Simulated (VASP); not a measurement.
Crystal: InP.

```
CELL_PARAMETERS angstrom
0.00000 2.94991 2.94991
2.94991 0.00000 2.94991
2.94991 2.94991 0.00000
ATOMIC_POSITIONS crystal
In 0.00000 0.00000 0.00000
P 0.75000 0.75000 0.75000
```

Base run:

| Item | Value |
| --- | --- |
| Program | VASP 6.6.1 |
| Functional | revPBE |
| Potentials or basis | VASP PAW PBE potentials, release 64 (In_d, P) |
| Cutoff | 520 eV |
| k mesh | 8 × 8 × 8 |
| Occupations | fermi-dirac, width 0.05 eV |
| Spin | no spin polarisation |

Its results: band gap on the k mesh 0.70 eV, direct; pressure 3.2 GPa.

Problem. The run is repeated on the same cell with these changes: functional from revPBE to PBEsol. What comes out?

Solution. Band gap on the k mesh 0.51 eV, direct; pressure -0.7 GPa.

PBEsol binds more tightly than revPBE, so the same cell stands under less pressure.

Caveats: the PAW data sets were made with another functional, which shifts forces and pressure a little; spin-orbit coupling is left out, which moves the levels of the heavy elements.

